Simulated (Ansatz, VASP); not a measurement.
Two plane-wave programs on SnO

```xyz
2
Lattice="0.0000 2.7376 2.7376 2.7376 0.0000 2.7376 2.7376 2.7376 0.0000" Properties=species:S:1:pos:R:3 pbc="T T T"
Sn    0.0000    0.0000    0.0000
O     1.3688    1.3688    1.3688
```

Alike in both runs: functional PBE; k mesh 12 × 12 × 12; occupations fermi-dirac, width 0.08 eV; no spin polarisation.

Ansatz relaxed the structure, and its values are those at the end. VASP's run is a single point on that final structure, the one shown.

|  | VASP | Ansatz |
| --- | --- | --- |
| version | VASP 6.6.1 | Ansatz 0.2.0 |
| potentials or method | VASP PAW PBE potentials, release 64 (Sn_d, O) | PAW with Ansatz's default frozen-core files, scalar-relativistic |
| plane-wave cutoff (eV) | 520 | 420 |
| valence electrons in the cell | 20 | 20 |

```tsv
	VASP	Ansatz	Ansatz less VASP
pressure (GPa)	0.1	0.0	-0.03
```

The functional is the same, so the differences come from potentials, cutoffs and numerics.
